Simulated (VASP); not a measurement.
# Au (I4/mmm) in VASP: notebook

Au is run at these levels: r2SCAN; tasks: single point.

Program: VASP 6.6.1. These are calculated values, not measurements. Logs are shortened: lines on timing, memory, paths and dates and some standing lists are left out, and cuts for length are marked.

## (1) The cell of the first run

It takes space group I4/mmm (No. 139, tetragonal). Conventional cell: a = 3.259 Å, b = 3.259 Å, c = 3.341 Å, α = 90.00°, β = 90.00°, γ = 90.00°. Within 3.8 Å of Au (site symmetry 4/mmm) lie 14 Au at 2.85 to 3.34 Å.

## (2) Single point, r2SCAN (uniaxial strain along a: +2.0 %)

POSCAR reads:

```
Au
1.0
    3.3408834831      0.0000000000      0.0000000000
    0.0000000000      3.2589990840      0.0000000000
    0.0000000000      0.0000000000      3.2589990840
Au
2
Direct
    0.0000000000      0.0000000000      0.0000000000
    0.5000000000      0.5000000000      0.5000000000
```

INCAR.step1 reads:

```
SYSTEM = Au
  PREC = Accurate
  ENCUT = 520
  ISMEAR = 0
  SIGMA = 0.1
  LREAL = .False.
  LASPH = .True.
  NELM = 100
  NBANDS = 18
  GGA = PE
  ALGO = Normal
  EDIFF = 1E-4
  LWAVE = .True.
  LCHARG = .False.
```

INCAR.step2 reads:

```
SYSTEM = Au
  PREC = Accurate
  ENCUT = 520
  EDIFF = 1E-6
  ISMEAR = 0
  SIGMA = 0.1
  LREAL = .False.
  LASPH = .True.
  NELM = 100
  ALGO = Normal
  ISIF = 2
  LWAVE = .False.
  LCHARG = .False.
  METAGGA = R2SCAN
  LMIXTAU = .True.
  NBANDS = 18
  ISTART = 1
```

KPOINTS reads:

```
Automatic mesh
0
Gamma
  16 16 16
  0 0 0
```

Potentials or basis: VASP PAW PBE potentials, release 64 (Au).

The run is started by

```bash
cat potpaw_PBE.64/Au/POTCAR > POTCAR
cp INCAR.step1 INCAR
mpirun -np 1 vasp_std > vasp.out
cp INCAR.step2 INCAR
mpirun -np 1 vasp_std > vasp.out
```

OUTCAR:

```text
SYSTEM = Au
   PREC = Accurate
   ENCUT = 520
   EDIFF = 1E-6
   ISMEAR = 0
   LREAL = .False.
   LASPH = .True.
   NELM = 100
   ISIF = 2
   METAGGA = R2SCAN
   ISTART = 1

 ion  position               nearest neighbor table
   1  0.000  0.000  0.000-   2 2.85   2 2.85   2 2.85   2 2.85   2 2.85   2 2.85   2 2.85   2 2.85

   2  0.500  0.500  0.500-   1 2.85   1 2.85   1 2.85   1 2.85   1 2.85   1 2.85   1 2.85   1 2.85

  LATTYP: Found a simple tetragonal cell.
 ALAT       =     3.2589990840
 C/A-ratio  =     1.0251256281

  Lattice vectors:

 A1 = (   0.0000000000,   3.2589990840,   0.0000000000)
 A2 = (   0.0000000000,   0.0000000000,   3.2589990840)
 A3 = (   3.3408834831,   0.0000000000,   0.0000000000)

Analysis of symmetry for initial positions (statically):
=====================================================================
 Subroutine PRICEL returns following result:

  LATTYP: Found a body centered tetragonal cell.
 ALAT       =     3.2589990840
 C/A-ratio  =     1.0251256281

  Lattice vectors:

 A1 = (  -1.6704417415,   1.6294995420,   1.6294995420)
 A2 = (  -1.6704417415,  -1.6294995420,  -1.6294995420)
 A3 = (   1.6704417415,  -1.6294995420,   1.6294995420)

   2 primitive cells build up your supercell.

 Routine SETGRP: Setting up the symmetry group for a
 simple tetragonal supercell.

 Subroutine GETGRP returns: Found 16 space group operations
 (whereof 16 operations were pure point group operations)
 out of a pool of 16 trial point group operations.

The static configuration has the point symmetry D_4h.

Analysis of symmetry for dynamics (positions and initial velocities):
=====================================================================
 Subroutine PRICEL returns following result:

  LATTYP: Found a body centered tetragonal cell.
 ALAT       =     3.2589990840
 C/A-ratio  =     1.0251256281

  Lattice vectors:

 A1 = (  -1.6704417415,   1.6294995420,   1.6294995420)
 A2 = (  -1.6704417415,  -1.6294995420,  -1.6294995420)
 A3 = (   1.6704417415,  -1.6294995420,   1.6294995420)

   2 primitive cells build up your supercell.

 Routine SETGRP: Setting up the symmetry group for a
 simple tetragonal supercell.

 Subroutine GETGRP returns: Found 16 space group operations
 (whereof 16 operations were pure point group operations)
[... 93 lines left out ...]
   ICHARG =      0    charge: 1-file 2-atom 10-const
   ISPIN  =      1    spin polarized calculation?
   LNONCOLLINEAR =      F non collinear calculations
   LSORBIT =      F    spin-orbit coupling
   LASPH  =      T    aspherical Exc in radial PAW
   ENCUT  =  520.0 eV  38.22 Ry    6.18 a.u.   6.21  6.06  6.06*2*pi/ulx,y,z
   NELM   =    100;   NELMIN=  2; NELMDL=  0     # of ELM steps
   EDIFF  = 0.1E-05   stopping-criterion for ELM
   LREAL  =      F    real-space projection
   EDIFFG = 0.1E-04   stopping-criterion for IOM
   NSW    =      0    number of steps for IOM
   IBRION =     -1    ionic relax: 0-MD 1-quasi-New 2-CG
   NFREE  =      0    steps in history (QN), initial steepest desc. (CG)
   ISIF   =      2    stress and relaxation
   ISYM   =      2    0-nonsym 1-usesym 2-fastsym
   POTIM  = 0.5000    time-step for ionic-motion
   TEBEG  =    0.0;   TEEND  =   0.0 temperature during run
   PSTRESS=    0.0 pullay stress
   NELECT =      22.0000    total number of electrons
   NUPDOWN=      -1.0000    fix difference up-down
   EMIN   =  10.00;   EMAX   =-10.00  energy-range for DOS
   EFERMI =   0.00;   METHOD = LEGACY
   ISMEAR =     0;   SIGMA  =   0.10  broadening in eV -4-tet -1-fermi 0-gaus
   EFERMI_NEDOS =   21; number of points for ismear=-14 and -15
   IALGO  =     38    algorithm
   IMIX   =      4    mixing-type and parameters
     AMIX     =   0.40;   BMIX     =  1.00
     AMIX_MAG =   1.60;   BMIX_MAG =  1.00
  volume/ion in A,a.u.               =      17.74       119.73
  Fermi-wavevector in a.u.,A,eV,Ry     =   1.395958  2.637979 26.513669  1.948700
  Thomas-Fermi vector in A             =   2.519359
   LORBIT       =      0    0 simple, 1 ext, 2 COOP (PROOUT), +10 PAW based schemes
   METAGGA = R2SCAN    functional components
   LHFCALC =     F    Hartree Fock is set to
   AEXX    =    0.0000 exact exchange contribution
   IVDW    =     0    specifies the selected vdW correction
   LEPSILON=     F    determine dielectric tensor
   LRPA    =     F    only Hartree local field effects (RPA)
 non-spin polarized calculation
 Gauss-broadening in eV      SIGMA  =   0.10
  energy-cutoff  :      520.00
  volume of cell :       35.48
 maximum number of plane-waves:       976
 NGX is ok and might be reduce to    28
   NGX = 13   NGY = 13   NGZ = 13

 number of electron      21.9999997 magnetization

 Free energy of the ion-electron system (eV)
  ---------------------------------------------------
  ext. energy  EPLUGINS =         0.00000000
  ---------------------------------------------------
  free energy    TOTEN  =      -101.15258389 eV

  energy without entropy =     -101.15090396  energy(sigma->0) =     -101.15174392

 E-fermi :   8.7150     XC(G=0): -13.3384

 val. band max:        8.6987100080   @ k =   0.0000   0.3750   0.1250
 cond. band min:       8.7360994673   @ k =   0.0625   0.5000   0.4375
 fundamental gap:      0.0373894593
 Fermi energy:         8.7149922404

 k-point     1 :       0.0000    0.0000    0.0000
  band No.  band energies     occupation
      1      -0.9650      2.00000
      2       1.9156      2.00000
      3       1.9259      2.00000
      4       3.7097      2.00000
      5       3.7097      2.00000
      6       3.8627      2.00000
[... 481 lines left out ...]
      5       3.8754      2.00000
      6       4.7996      2.00000
[... 10 lines left out ...]
     17      24.7333      0.00000
     18      25.8886      0.00000

 [... further k-points ...]

------------------------ aborting loop because EDIFF is reached ----------------------------------------

  FORCE on cell =-STRESS in cart. coord.  units (eV):
  Direction    XX          YY          ZZ          XY          YZ          ZX
  --------------------------------------------------------------------------------------
  -------------------------------------------------------------------------------------
  Total       -0.2070809     -0.1857510     -0.1857510      0.0000000      0.0000000      0.0000000
  in kB       -9.3501984     -8.3871024     -8.3871024      0.0000000      0.0000000      0.0000000
  external PRESSURE =      -8.7081344 kB  Pullay stress =       0.0000000 kB

 VOLUME and BASIS-vectors are now :
 -----------------------------------------------------------------------------
  energy-cutoff  :      520.00
  volume of cell :       35.48
      direct lattice vectors                 reciprocal lattice vectors
     3.340883483  0.000000000  0.000000000     0.299322022  0.000000000  0.000000000
     0.000000000  3.258999084  0.000000000     0.000000000  0.306842676  0.000000000
     0.000000000  0.000000000  3.258999084     0.000000000  0.000000000  0.306842676

 POSITION                                       TOTAL-FORCE (eV/Angst)
 -----------------------------------------------------------------------------------
      0.00000      0.00000      0.00000         0.000000      0.000000      0.000000
      1.67044      1.62950      1.62950         0.000000     -0.000000     -0.000000
 -----------------------------------------------------------------------------------
    total drift:                                0.000000      0.000000      0.000000

  FREE ENERGIE OF THE ION-ELECTRON SYSTEM (eV)
  ---------------------------------------------------
  free  energy   TOTEN  =      -101.1525838886 eV

  energy  without entropy=     -101.1509039566  energy(sigma->0) =     -101.15174392
```

Run time: 7.3 min. Hardware: 1 thread of Intel Xeon 8259CL, shared host; peak memory 0.32 GiB.

Results:

```
Free energy            : -101.1526 eV
Pressure               : -0.9 GPa
Band gap on the k mesh : zero (bands 11 and 12 overlap by 5.38 eV)
```

Caveat: the cell differs from its parent crystal (uniaxial strain along a: +2.0 %); the PAW data sets were made with another functional, which shifts forces and pressure a little; spin-orbit coupling is left out, which moves the levels of the heavy elements.

## (3) Single point, r2SCAN (uniaxial strain along a: +4.0 %)

POSCAR reads:

```
Au
1.0
    3.4063910024      0.0000000000      0.0000000000
    0.0000000000      3.2426222042      0.0000000000
    0.0000000000      0.0000000000      3.2426222042
Au
2
Direct
    0.0000000000      0.0000000000      0.0000000000
    0.5000000000      0.5000000000      0.5000000000
```

INCAR.step1 reads:

```
ALGO = Normal
EDIFF = 1E-4
ENCUT = 520
GGA = PE
ISMEAR = 0
LASPH = True
LCHARG = False
LREAL = False
LWAVE = True
NBANDS = 18
NELM = 60
PREC = Accurate
SIGMA = 0.1
```

INCAR.step2 reads:

```
ALGO = Normal
EDIFF = 1E-6
ENCUT = 520
ISIF = 2
ISMEAR = 0
ISTART = 1
LASPH = True
LCHARG = False
LMIXTAU = True
LREAL = False
LWAVE = False
METAGGA = R2SCAN
NBANDS = 18
NELM = 60
PREC = Accurate
SIGMA = 0.1
```

KPOINTS reads:

```
k-points
0
Gamma
  16 16 16
```

Potentials or basis: VASP PAW PBE potentials, release 64 (Au).

The run is started by

```bash
cat potpaw_PBE.64/Au/POTCAR > POTCAR
cp INCAR.step1 INCAR
mpirun -np 1 vasp_std > vasp.out
cp INCAR.step2 INCAR
mpirun -np 1 vasp_std > vasp.out
```

OUTCAR:

```text
EDIFF = 1E-6
   ENCUT = 520
   ISIF = 2
   ISMEAR = 0
   ISTART = 1
   LASPH = True
   LREAL = False
   METAGGA = R2SCAN
   NELM = 60
   PREC = Accurate

 ion  position               nearest neighbor table
   1  0.000  0.000  0.000-   2 2.86   2 2.86   2 2.86   2 2.86   2 2.86   2 2.86   2 2.86   2 2.86

   2  0.500  0.500  0.500-   1 2.86   1 2.86   1 2.86   1 2.86   1 2.86   1 2.86   1 2.86   1 2.86

  LATTYP: Found a simple tetragonal cell.
 ALAT       =     3.2426222042
[... 716 lines left out ...]
------------------------ aborting loop because EDIFF is reached ----------------------------------------

  FORCE on cell =-STRESS in cart. coord.  units (eV):
  Direction    XX          YY          ZZ          XY          YZ          ZX
  --------------------------------------------------------------------------------------
  -------------------------------------------------------------------------------------
  Total       -0.4777220     -0.4958119     -0.4958119      0.0000000      0.0000000     -0.0000000
  in kB      -21.3697107    -22.1789165    -22.1789165      0.0000000      0.0000000     -0.0000000
  external PRESSURE =     -21.9091812 kB  Pullay stress =       0.0000000 kB

 VOLUME and BASIS-vectors are now :
 -----------------------------------------------------------------------------
  energy-cutoff  :      520.00
  volume of cell :       35.82
      direct lattice vectors                 reciprocal lattice vectors
     3.406391002  0.000000000  0.000000000     0.293565829  0.000000000  0.000000000
     0.000000000  3.242622204  0.000000000     0.000000000  0.308392386  0.000000000
     0.000000000  0.000000000  3.242622204     0.000000000  0.000000000  0.308392386

 POSITION                                       TOTAL-FORCE (eV/Angst)
 -----------------------------------------------------------------------------------
      0.00000      0.00000      0.00000         0.000000      0.000000      0.000000
      1.70320      1.62131      1.62131         0.000000     -0.000000     -0.000000
 -----------------------------------------------------------------------------------
    total drift:                                0.000000      0.000000      0.000000

  FREE ENERGIE OF THE ION-ELECTRON SYSTEM (eV)
  ---------------------------------------------------
  free  energy   TOTEN  =      -101.1493437983 eV

  energy  without entropy=     -101.1468998322  energy(sigma->0) =     -101.14812182
```

OSZICAR.step1:

```text
N       E                     dE             d eps       ncg     rms          rms(c)
DAV:   1     0.122911310858E+03    0.12291E+03   -0.11488E+04 15036   0.116E+03
DAV:   2    -0.484318384949E+01   -0.12775E+03   -0.12152E+03 15536   0.257E+02
DAV:   3    -0.693792822965E+01   -0.20947E+01   -0.20827E+01 16558   0.332E+01
DAV:   4    -0.694751943443E+01   -0.95912E-02   -0.95904E-02 15844   0.242E+00
DAV:   5    -0.694760880912E+01   -0.89375E-04   -0.89375E-04 16046   0.245E-01    0.111E+01
DAV:   6    -0.643832756183E+01    0.50928E+00   -0.10417E+00 14910   0.903E+00    0.728E+00
DAV:   7    -0.640699189193E+01    0.31336E-01   -0.82509E-02 15958   0.252E+00    0.359E+00
DAV:   8    -0.640324491029E+01    0.37470E-02   -0.40941E-03 15574   0.480E-01    0.330E-01
DAV:   9    -0.640321920208E+01    0.25708E-04   -0.25032E-05  9358   0.422E-02
   1 F= -.64032192E+01 E0= -.64017746E+01  d E =-.288918E-02
```

Wall time 7.5 min (1 thread of Intel Xeon 8259CL, shared host); peak memory 0.32 GiB.

What came out:

| Item | Value |
| --- | --- |
| Free energy | -101.1493 eV |
| Pressure | -2.2 GPa |
| Band gap on the k mesh | zero (bands 11 and 12 overlap by 5.60 eV) |

Levels at points of the mesh, in eV from the Fermi level:
| k point | band 9 | band 10 | band 11 | band 12 | band 13 | band 14 |
| --- | --- | --- | --- | --- | --- | --- |
| (0.00, 0.00, 0.00) | -2.02 | -1.92 | -1.92 | 5.64 | 7.06 | 7.06 |
| (0.50, 0.00, 0.00) | -3.46 | -3.46 | -2.45 | -2.45 | 13.45 | 13.45 |
| (0.00, 0.50, 0.00) | -3.56 | -3.56 | -1.87 | -1.87 | 12.60 | 12.60 |
| (0.50, 0.50, 0.00) | -1.63 | -1.63 | -0.36 | -0.36 | 3.25 | 3.25 |
| (0.00, 0.50, 0.50) | -1.55 | -1.55 | -0.09 | -0.09 | 3.65 | 3.65 |
| (0.50, 0.50, 0.50) | -2.76 | -2.76 | 2.89 | 2.89 | 7.20 | 7.20 |

Caveat: the cell differs from its parent crystal (uniaxial strain along a: +4.0 %); the PAW data sets were made with another functional, which shifts forces and pressure a little; spin-orbit coupling is left out, which moves the levels of the heavy elements.

The gap in the log of VASP goes by the Fermi energy; the results here count the filled bands.